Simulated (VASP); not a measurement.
A run of VASP 6.6.1 is set up as follows.

File INCAR:

```
SYSTEM = Mg2Ge3N
ALGO = Normal ; EDIFF = 1E-6
ENCUT = 520 ; GGA = PE
ISIF = 2 ; ISMEAR = 0
LASPH = .True. ; LCHARG = .True.
LELF = .True. ; LREAL = .False.
LVHAR = .True. ; LWAVE = .False.
NBANDS = 34 ; NELM = 80
PREC = Accurate ; SIGMA = 0.1
```

File KPOINTS:

```
k-points
0
Gamma
  6 6 4
  0 0 0
```

POSCAR

```
Mg2Ge3N
1.0
    5.0978377113     -0.0000000027      0.0000000000
   -2.5489188533      4.4148569637      0.0000000000
    0.0000000000      0.0000000000      5.2080834293
Mg Ge N
2 3 1
Direct
    0.3333333333      0.6666666667      0.0000000000
    0.6666666667      0.3333333333      0.0000000000
    0.5000000000      0.0000000000      0.5000000000
    0.0000000000      0.5000000000      0.5000000000
    0.5000000000      0.5000000000      0.5000000000
    0.0000000000      0.0000000000      0.0000000000
```

Potentials or basis: VASP PAW PBE potentials, release 64 (Mg, Ge_d, N).

Launch:

```console
$ cat potpaw_PBE.64/Mg/POTCAR potpaw_PBE.64/Ge_d/POTCAR potpaw_PBE.64/N/POTCAR > POTCAR
$ mpirun -np 1 vasp_std > vasp.out
```

Problem. Estimate the pressure.

Solution. -0.3 GPa.

Problem. Estimate the band gap on the k mesh.

Solution. Zero (an odd number of electrons rules out a gap without spin polarisation).
